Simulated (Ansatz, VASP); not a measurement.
# One calculation of PbSe, two programs

```
Pb Se
1.0
     0.00000    3.10796    3.10796
     3.10796    0.00000    3.10796
     3.10796    3.10796    0.00000
Pb Se
1 1
Direct
  0.00000 0.00000 0.00000
  0.50000 0.50000 0.50000
```

Alike in both runs: task electric field gradients; functional PBE; k mesh 10 × 10 × 10; occupations fermi-dirac, width 0.03 eV; no spin polarisation.

|  | VASP | Ansatz |
| --- | --- | --- |
| version | VASP 6.6.1 | Ansatz 0.2.0 |
| potentials or method | VASP PAW PBE potentials, release 64 (Pb_d, Se) | PAW with Ansatz's default frozen-core files, scalar-relativistic |
| plane-wave cutoff (eV) | 520 | 420 |
| valence electrons in the cell | 20 | 30 |

|  | VASP | Ansatz | Ansatz less VASP |
| --- | --- | --- | --- |
| pressure (GPa) | 0.0 | 0.0 | +0.02 |

The functional is the same, so the differences come from potentials, cutoffs and numerics. VASP's potentials hold 20 valence electrons a cell and Ansatz's 30, so a difference there can come from the potentials and not from the codes.

Spin-orbit coupling is off throughout.
